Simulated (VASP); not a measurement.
# TiSi (Cmmm) in VASP: further runs

The runs below take TiSi through single point, with PBEsol.

Program: VASP 6.6.1. These are calculated values, not measurements. Logs are shortened: lines on timing, memory, paths and dates and some standing lists are left out, and cuts for length are marked.

### 1 The cell of the first run

The structure is orthorhombic, space group Cmmm (No. 65). Conventional cell: a = 3.601 Å, b = 4.143 Å, c = 7.579 Å, α = 90.00°, β = 90.00°, γ = 90.00°. Within 3.4 Å of Ti (site symmetry mm2) lie 8 Si at 2.54 to 2.88 Å and 4 Ti at 2.74 Å. Within 3.8 Å of Si (site symmetry mmm) lie 8 Ti at 2.69 to 2.88 Å and 8 Si at 2.74 to 3.79 Å. Within 3.4 Å of Si (site symmetry mmm) lie 8 Ti at 2.54 to 2.74 Å and 4 Si at 2.74 Å.

### 2 Single point, PBEsol (atoms displaced along a vibrational mode)

INCAR

```
ALGO     = Normal         # electronic algorithm
EDIFF    = 1E-6           # SCF threshold, eV
ENCUT    = 520            # plane-wave cutoff, eV
GGA      = PS             # functional
ISIF     = 2              # what is computed and relaxed
ISMEAR   = 0              # smearing method
LASPH    = True           # aspherical terms in the spheres
LCHARG   = True           # write CHGCAR
LELF     = True           # ELF
LREAL    = False          # projectors in reciprocal space
LVHAR    = True         
LWAVE    = False          # write WAVECAR
NBANDS   = 42             # bands
NELM     = 100            # most SCF steps
PREC     = Accurate       # precision mode
SIGMA    = 0.15           # smearing width, eV
```

KPOINTS

```
k-points
0
Gamma
  12 6 10
```

POSCAR

```
TiSi
1.0
    3.6007916910      0.0000000000      0.0000000000
    0.0000000000      7.5785650265      0.0000000000
    0.0000000000      0.0000000000      4.1428981957
Ti Si
4 4
Direct
    0.0000000000      0.4861451344      0.0507500000
    0.5000000000      0.4861451344      0.5507500000
    0.5000000000      0.0138548656      0.5507500000
    0.0000000000      0.0138548656      0.0507500000
    0.0000000000      0.7500000000      0.5507500000
    0.0000000000      0.2500000000      0.5507500000
    0.5000000000      0.2500000000      0.0507500000
    0.5000000000      0.7500000000      0.0507500000
```

Potentials or basis: VASP PAW PBE potentials, release 64 (Ti_sv, Si).

Started as:

```sh
$ cat potpaw_PBE.64/Ti_sv/POTCAR potpaw_PBE.64/Si/POTCAR > POTCAR
$ mpirun -np 1 vasp_std > vasp.out
```

OUTCAR:

```text
EDIFF = 1E-6
   ENCUT = 520
   GGA = PS
   ISIF = 2
   ISMEAR = 0
   LASPH = True
   LREAL = False
   NELM = 100
   PREC = Accurate

 ion  position               nearest neighbor table
   1  0.000  0.486  0.051-   7 2.54   7 2.54   8 2.69   8 2.69   6 2.74   6 2.74   2 2.74   2 2.74
                             2 2.74   2 2.74   5 2.88   5 2.88
   2  0.500  0.486  0.551-   6 2.54   6 2.54   5 2.69   5 2.69   7 2.74   7 2.74   1 2.74   1 2.74
                             1 2.74   1 2.74   8 2.88   8 2.88
   3  0.500  0.014  0.551-   6 2.54   6 2.54   5 2.69   5 2.69   7 2.74   7 2.74   4 2.74   4 2.74
                             4 2.74   4 2.74   8 2.88   8 2.88
   4  0.000  0.014  0.051-   7 2.54   7 2.54   8 2.69   8 2.69   6 2.74   6 2.74   3 2.74   3 2.74
                             3 2.74   3 2.74   5 2.88   5 2.88
   5  0.000  0.750  0.551-   2 2.69   3 2.69   2 2.69   3 2.69   8 2.74   8 2.74   8 2.74   8 2.74
                             1 2.88   1 2.88   4 2.88   4 2.88
   6  0.000  0.250  0.551-   2 2.54   3 2.54   2 2.54   3 2.54   1 2.74   4 2.74   1 2.74   4 2.74
                             7 2.74   7 2.74   7 2.74   7 2.74
   7  0.500  0.250  0.051-   1 2.54   4 2.54   1 2.54   4 2.54   2 2.74   3 2.74   3 2.74   2 2.74
                             6 2.74   6 2.74   6 2.74   6 2.74
   8  0.500  0.750  0.051-   1 2.69   4 2.69   1 2.69   4 2.69   5 2.74   5 2.74   5 2.74   5 2.74
                             3 2.88   2 2.88   3 2.88   2 2.88

  LATTYP: Found a simple orthorhombic cell.
 ALAT       =     3.6007916910
 B/A-ratio  =     1.1505520317
 C/A-ratio  =     2.1046940998

  Lattice vectors:

 A1 = (  -3.6007916910,   0.0000000000,   0.0000000000)
 A2 = (   0.0000000000,   0.0000000000,   4.1428981957)
 A3 = (   0.0000000000,   7.5785650265,   0.0000000000)

Analysis of symmetry for initial positions (statically):
=====================================================================
 Subroutine PRICEL returns following result:

  LATTYP: Found a base centered orthorhombic cell.
 ALAT       =     3.6007916910
 B/A-ratio  =     1.1505520317
 C/A-ratio  =     2.1046940998

  Lattice vectors:

 A1 = (   1.8003958455,   0.0000000000,   2.0714490979)
 A2 = (   1.8003958455,   0.0000000000,  -2.0714490978)
 A3 = (   0.0000000000,   7.5785650265,   0.0000000000)

   2 primitive cells build up your supercell.

 Routine SETGRP: Setting up the symmetry group for a
 simple orthorhombic supercell.

 Subroutine GETGRP returns: Found  8 space group operations
 (whereof  2 operations were pure point group operations)
[... 140 lines left out ...]
   ISIF   =      2    stress and relaxation
   ISYM   =      2    0-nonsym 1-usesym 2-fastsym
   POTIM  = 0.5000    time-step for ionic-motion
   TEBEG  =    0.0;   TEEND  =   0.0 temperature during run
   PSTRESS=    0.0 pullay stress
   NELECT =      64.0000    total number of electrons
   NUPDOWN=      -1.0000    fix difference up-down
   EMIN   =  10.00;   EMAX   =-10.00  energy-range for DOS
   EFERMI =   0.00;   METHOD = LEGACY
   ISMEAR =     0;   SIGMA  =   0.15  broadening in eV -4-tet -1-fermi 0-gaus
   EFERMI_NEDOS =   21; number of points for ismear=-14 and -15
   IALGO  =     38    algorithm
   IMIX   =      4    mixing-type and parameters
     AMIX     =   0.40;   BMIX     =  1.00
     AMIX_MAG =   1.60;   BMIX_MAG =  1.00
  volume/ion in A,a.u.               =      14.13        95.37
  Fermi-wavevector in a.u.,A,eV,Ry     =   1.354269  2.559198 24.953707  1.834046
  Thomas-Fermi vector in A             =   2.481455
   LORBIT       =      0    0 simple, 1 ext, 2 COOP (PROOUT), +10 PAW based schemes
   GGA     = PS    functional components
   LHFCALC =     F    Hartree Fock is set to
   AEXX    =    0.0000 exact exchange contribution
   IVDW    =     0    specifies the selected vdW correction
   LEPSILON=     F    determine dielectric tensor
   LRPA    =     F    only Hartree local field effects (RPA)
 non-spin polarized calculation
 Gauss-broadening in eV      SIGMA  =   0.15
  energy-cutoff  :      520.00
  volume of cell :      113.05
 maximum number of plane-waves:      3084
 NGX is ok and might be reduce to    28
   NGX = 13   NGY = 29   NGZ = 15

 number of electron      63.9999995 magnetization

 Free energy of the ion-electron system (eV)
  ---------------------------------------------------
  ext. energy  EPLUGINS =         0.00000000
  ---------------------------------------------------
  free energy    TOTEN  =       -61.13666403 eV

  energy without entropy =      -61.08518974  energy(sigma->0) =      -61.11092688

 E-fermi :  10.4952     XC(G=0): -11.9894

 val. band max:       10.4915952401   @ k =   0.4167   0.3333   0.2000
 cond. band min:      10.4958745970   @ k =   0.3333   0.1667   0.1000
 fundamental gap:      0.0042793569
 Fermi energy:        10.4951636325

 k-point     1 :       0.0000    0.0000    0.0000
  band No.  band energies     occupation
      1     -45.9335      2.00000
      2     -45.9307      2.00000
      3     -45.7684      2.00000
      4     -45.7664      2.00000
      5     -22.5177      2.00000
      6     -22.5118      2.00000
[... 1069 lines left out ...]
     41      12.3625      0.00000
     42      12.6247      0.00000

 [... further k-points ...]

------------------------ aborting loop because EDIFF is reached ----------------------------------------

  FORCE on cell =-STRESS in cart. coord.  units (eV):
  Direction    XX          YY          ZZ          XY          YZ          ZX
  --------------------------------------------------------------------------------------
  -------------------------------------------------------------------------------------
  Total        0.9966260      0.3438861      0.7499625      0.0000000     -0.0000000      0.0000000
  in kB       14.1238651      4.8734443     10.6282290      0.0000000     -0.0000000      0.0000000
  external PRESSURE =       9.8751795 kB  Pullay stress =       0.0000000 kB

 VOLUME and BASIS-vectors are now :
 -----------------------------------------------------------------------------
  energy-cutoff  :      520.00
  volume of cell :      113.05
      direct lattice vectors                 reciprocal lattice vectors
     3.600791691  0.000000000  0.000000000     0.277716704  0.000000000  0.000000000
     0.000000000  7.578565026  0.000000000     0.000000000  0.131951101  0.000000000
     0.000000000  0.000000000  4.142898196     0.000000000  0.000000000  0.241376918

 POSITION                                       TOTAL-FORCE (eV/Angst)
 -----------------------------------------------------------------------------------
      0.00000      3.68428      0.21025         0.000000      0.949670      0.000000
      1.80040      3.68428      2.28170        -0.000000      0.949670      0.000000
      1.80040      0.10500      2.28170        -0.000000     -0.949670      0.000000
      0.00000      0.10500      0.21025         0.000000     -0.949670      0.000000
      0.00000      5.68392      2.28170         0.000000      0.000000     -0.000000
      0.00000      1.89464      2.28170         0.000000      0.000000     -0.000000
      1.80040      1.89464      0.21025         0.000000      0.000000     -0.000000
      1.80040      5.68392      0.21025         0.000000      0.000000     -0.000000
 -----------------------------------------------------------------------------------
    total drift:                                0.000000      0.000000      0.000147

  FREE ENERGIE OF THE ION-ELECTRON SYSTEM (eV)
  ---------------------------------------------------
  free  energy   TOTEN  =       -61.1366640285 eV

  energy  without entropy=      -61.0851897372  energy(sigma->0) =      -61.11092688
```

OSZICAR:

```text
N       E                     dE             d eps       ncg     rms          rms(c)
DAV:   1     0.769219845243E+03    0.76922E+03   -0.29228E+04 14112   0.172E+03
DAV:   2     0.354596112013E+02   -0.73376E+03   -0.71153E+03 14112   0.534E+02
DAV:   3    -0.570324779031E+02   -0.92492E+02   -0.88676E+02 22126   0.163E+02
DAV:   4    -0.670361422232E+02   -0.10004E+02   -0.98275E+01 22198   0.473E+01
DAV:   5    -0.675113672672E+02   -0.47523E+00   -0.47411E+00 21268   0.968E+00    0.246E+01
DAV:   6    -0.616235629385E+02    0.58878E+01   -0.50626E+01 19048   0.437E+01    0.756E+00
DAV:   7    -0.611765153980E+02    0.44705E+00   -0.65780E+00 19204   0.146E+01    0.547E+00
DAV:   8    -0.611269213597E+02    0.49594E-01   -0.56305E-01 19734   0.454E+00    0.110E+00
DAV:   9    -0.611337016353E+02   -0.67803E-02   -0.76841E-02 20540   0.155E+00    0.759E-01
DAV:  10    -0.611365101374E+02   -0.28085E-02   -0.14588E-02 19642   0.929E-01    0.173E-01
DAV:  11    -0.611366488529E+02   -0.13872E-03   -0.15463E-03 20994   0.260E-01    0.841E-02
DAV:  12    -0.611366729153E+02   -0.24062E-04   -0.30424E-04 19636   0.105E-01    0.285E-02
DAV:  13    -0.611366624987E+02    0.10417E-04   -0.29516E-05 18378   0.384E-02    0.123E-02
DAV:  14    -0.611366639356E+02   -0.14369E-05   -0.41018E-06 15880   0.133E-02    0.357E-03
DAV:  15    -0.611366640285E+02   -0.92962E-07   -0.35206E-07  9982   0.409E-03
   1 F= -.61136664E+02 E0= -.61110927E+02  d E =-.514743E-01
```

Wall time 5.8 min (1 thread of Intel Xeon 6975P-C (Granite Rapids), shared host); peak memory 0.64 GiB.

What came out:

* Free energy: -61.1367 eV
* Pressure: 1.0 GPa
* Largest force: 0.950 eV/Å
* Band gap on the k mesh: zero (bands 32 and 33 overlap by 1.16 eV)

Forces in eV/Å, atoms in the order of the input:
```
Ti   0.000  0.950  0.000
Ti   0.000  0.950  0.000
Ti   0.000 -0.950  0.000
Ti   0.000 -0.950  0.000
Si   0.000  0.000  0.000
Si   0.000  0.000  0.000
Si   0.000  0.000  0.000
Si   0.000  0.000  0.000
```

Levels at points of the mesh, in eV from the Fermi level:
```
           k point  band 29  band 30  band 31  band 32  band 33  band 34  band 35  band 36
(0.00, 0.00, 0.00)    -1.38    -1.28    -0.97    -0.95    -0.42     0.66     0.67     1.67
(0.50, 0.00, 0.00)    -2.06    -2.06    -0.30    -0.30     0.02     0.02     0.59     0.59
(0.00, 0.50, 0.00)    -1.08    -1.06    -0.76     0.37     0.46     0.49     0.60     0.63
(0.50, 0.50, 0.00)    -1.86    -1.86    -1.34    -1.34     0.17     0.17     0.25     0.25
(0.00, 0.00, 0.50)    -0.76    -0.76     0.56     0.56     0.61     0.61     0.80     0.80
(0.50, 0.00, 0.50)    -1.80    -1.80    -0.89    -0.89     1.34     1.34     1.63     1.63
(0.00, 0.50, 0.50)    -1.00    -1.00    -0.36    -0.36     0.68     0.68     0.72     0.72
(0.50, 0.50, 0.50)    -1.17    -1.17    -1.02    -1.02     1.67     1.67     1.74     1.74
```

Caveat: the cell differs from its parent crystal (atoms displaced along a vibrational mode); the PAW data sets were made with another functional, which shifts forces and pressure a little.

### 3 Single point, PBEsol (atoms displaced along a vibrational mode)

INCAR

```
SYSTEM = TiSi
ALGO = Normal ; EDIFF = 1E-6
ENCUT = 520 ; GGA = PS
ISIF = 2 ; ISMEAR = 0
LASPH = .True. ; LCHARG = .False.
LREAL = .False. ; LWAVE = .False.
NBANDS = 42 ; NELM = 80
PREC = Accurate ; SIGMA = 0.15
```

KPOINTS

```
k-points
0
Gamma
  12 6 10
  0 0 0
```

POSCAR

```
TiSi
1.0
    3.6007916910      0.0000000000      0.0000000000
    0.0000000000      7.5785650265      0.0000000000
    0.0000000000      0.0000000000      4.1428981957
Ti Si
4 4
Direct
    0.0000000000      0.5079170661      0.0507500000
    0.5000000000      0.5079170661      0.5507500000
    0.5000000000     -0.0079170661      0.5507500000
    0.0000000000     -0.0079170661      0.0507500000
    0.0000000000      0.7500000000      0.5507500000
    0.0000000000      0.2500000000      0.5507500000
    0.5000000000      0.2500000000      0.0507500000
    0.5000000000      0.7500000000      0.0507500000
```

Potentials or basis: VASP PAW PBE potentials, release 64 (Ti_sv, Si).

Started as:

```sh
$ cat potpaw_PBE.64/Ti_sv/POTCAR potpaw_PBE.64/Si/POTCAR > POTCAR
$ mpirun -np 1 vasp_std > vasp.out
```

Run time: 5.9 min. Hardware: 1 thread of Intel Xeon 6975P-C (Granite Rapids), shared host; peak memory 0.65 GiB.

Results (log left out):

| Quantity | Value |
| --- | --- |
| Free energy | -61.2702 eV |
| Pressure | 0.4 GPa |
| Largest force | 0.539 eV/Å |
| Band gap on the k mesh | zero (bands 32 and 33 overlap by 1.17 eV) |

Forces on the atoms (eV/Å):
```
Ti   0.000 -0.539  0.000
Ti   0.000 -0.539  0.000
Ti   0.000  0.539  0.000
Ti   0.000  0.539  0.000
Si   0.000  0.000  0.000
Si   0.000  0.000  0.000
Si   0.000  0.000  0.000
Si   0.000  0.000  0.000
```

Stress tensor (GPa, compression positive):
```
0.53 0.00 0.00
0.00 0.17 0.00
0.00 0.00 0.48
```

Levels at points of the mesh, in eV from the Fermi level:
```
           k point  band 29  band 30  band 31  band 32  band 33  band 34  band 35  band 36
(0.00, 0.00, 0.00)    -1.37    -1.25    -0.97    -0.94    -0.42     0.55     0.71     1.71
(0.50, 0.00, 0.00)    -2.14    -2.14    -0.29    -0.29     0.04     0.04     0.59     0.59
(0.00, 0.50, 0.00)    -1.11    -1.06    -0.54     0.10     0.48     0.50     0.55     0.60
(0.50, 0.50, 0.00)    -1.74    -1.74    -1.44    -1.44     0.20     0.20     0.25     0.25
(0.00, 0.00, 0.50)    -0.80    -0.80     0.57     0.57     0.65     0.65     0.81     0.81
(0.50, 0.00, 0.50)    -1.78    -1.78    -0.87    -0.87     1.36     1.36     1.67     1.67
(0.00, 0.50, 0.50)    -0.85    -0.85    -0.48    -0.48     0.71     0.71     0.74     0.74
(0.50, 0.50, 0.50)    -1.11    -1.11    -1.03    -1.03     1.72     1.72     1.76     1.76
```

Caveat: the cell differs from its parent crystal (atoms displaced along a vibrational mode); the PAW data sets were made with another functional, which shifts forces and pressure a little.

[end of part 1 of 2]
